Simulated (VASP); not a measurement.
Runs of VASP 6.6.1 on Ge. The structure is that of space group P6_3/mmc (No. 194), or close to it. The cells are those of the table. 

| cell | k mesh | smearing | gap on the mesh (eV) | pressure (GPa) |
| --- | --- | --- | --- | --- |
| a = 3.999, b = 3.999, c = 6.592 Å, angles 90.0, 90.0, 120.0°, 4 atoms | 12 × 12 × 6 | gaussian 0.01 eV | none | -0.1 |
| a = 3.997, b = 3.997, c = 6.596 Å, angles 90.0, 90.0, 120.0°, 4 atoms | 12 × 12 × 6 | gaussian 0.1 eV | none | -0.1 |
| a = 3.997, b = 3.997, c = 6.596 Å, angles 90.0, 90.0, 120.0°, 4 atoms | 12 × 12 × 6 | gaussian 0.15 eV | none | -0.1 |
| a = 4.129, b = 4.129, c = 6.799 Å, angles 90.0, 90.0, 120.0°, 4 atoms | 12 × 12 × 6 | gaussian 0.1 eV | none | (a) |
| a = 3.817, b = 3.817, c = 6.300 Å, angles 90.0, 90.0, 120.0°, 4 atoms | 18 × 18 × 8 | gaussian 0.1 eV | - | 12.8 |

Alike in all rows: task single point; level PBEsol; potentials or basis VASP PAW PBE potentials, release 64 (Ge_d); no spin polarisation; cutoff (eV) 520.

Task: Fill in the values left out.

Result: (a) -5.2.

Caveats: the PAW data sets were made with another functional, which shifts forces and pressure a little.

A k mesh can miss the band edges, and the runs leave out spin-orbit coupling on Ge.

A gap of «none» marks levels without a gap at the run's occupations.
